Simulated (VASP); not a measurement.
A run of VASP 6.6.1 is set up as follows.

The input POSCAR:

```
BP
1.0
    3.0799086894      0.0000000000      0.0000000000
   -1.5399543447      2.6672791664      0.0000000000
    0.0000000000      0.0000000000      5.0145727567
B P
2 2
Direct
    0.0000000000      0.0000000000      0.0000000000
    0.0000000000      0.0000000000      0.5000000000
    0.3333333333      0.6666666667      0.2500000000
    0.6666666667      0.3333333333      0.7500000000
```

Contents of INCAR.step1:

```
SYSTEM = BP
PREC = Accurate
ENCUT = 520
ISMEAR = -1
SIGMA = 0.02
LREAL = .False.
LASPH = .True.
NELM = 80
NBANDS = 16
GGA = PE
ALGO = Normal
EDIFF = 1E-4
LWAVE = .True.
LCHARG = .False.
```

Contents of INCAR.step2:

```
SYSTEM = BP
PREC = Accurate
ENCUT = 520
EDIFF = 1E-6
ISMEAR = -1
SIGMA = 0.02
LREAL = .False.
LASPH = .True.
NELM = 80
ALGO = Normal
ISIF = 2
LWAVE = .False.
LCHARG = .True.
METAGGA = R2SCAN
LMIXTAU = .True.
LELF = .True.
LVHAR = .True.
NBANDS = 16
ISTART = 1
```

File KPOINTS:

```
Automatic mesh
0
Gamma
  12 12 4
  0 0 0
```

Potentials or basis: VASP PAW PBE potentials, release 64 (B, P).

Launch:

```bash
$ cat potpaw_PBE.64/B/POTCAR potpaw_PBE.64/P/POTCAR > POTCAR
$ cp INCAR.step1 INCAR
$ mpirun -np 1 vasp_std > vasp.out
$ cp INCAR.step2 INCAR
$ mpirun -np 1 vasp_std > vasp.out
```

(1) Predict the band gap on the k mesh.

(2) What does it give for the pressure?

Results:

(1) zero (band 8 reaches 11.21 eV, above the bottom of band 9 at 4.94 eV).

(2) -0.4 GPa.

Caveat: the PAW data sets were made with another functional, which shifts forces and pressure a little.
